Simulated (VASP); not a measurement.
A run of VASP 6.6.1 is set up as follows.

Contents of INCAR:

```
ALGO = Normal
EDIFF = 1E-6
ENCUT = 600
GGA = PE
GGA_COMPAT = F
ISIF = 2
ISMEAR = -1
IVDW = 12
LASPH = T
LCHARG = T
LELF = T
LREAL = F
LVHAR = T
LWAVE = F
NBANDS = 21
NELM = 120
PREC = Accurate
SIGMA = 0.05
```

KPOINTS

```
k-points
0
Gamma
  8 8 8
```

Contents of POSCAR:

```
PbF2
1.0
    0.0000000000      2.9811576086      2.9811576086
    2.9811576086      0.0000000000      2.9811576086
    2.9811576086      2.9811576086      0.0000000000
Pb F
1 2
Direct
    0.0000000000      0.0000000000      0.0000000000
    0.7500000000      0.7500000000      0.7500000000
    0.2500000000      0.2500000000      0.2500000000
```

Potentials or basis: VASP PAW PBE potentials, release 64 (Pb_d, F).

Launch:

```bash
$ cat potpaw_PBE.64/Pb_d/POTCAR potpaw_PBE.64/F/POTCAR > POTCAR
$ mpirun -np 1 vasp_std > vasp.out
```

Q: What does it give for the band gap on the k mesh?

A: 4.42 eV (least direct gap 4.56 eV).

Q: Estimate the pressure.

A: -0.2 GPa.

Q: What does it give for the dispersion energy per atom?

A: -0.151 eV.

Caveat: spin-orbit coupling is left out, which moves the levels of the heavy elements. A k mesh can miss the band edges.
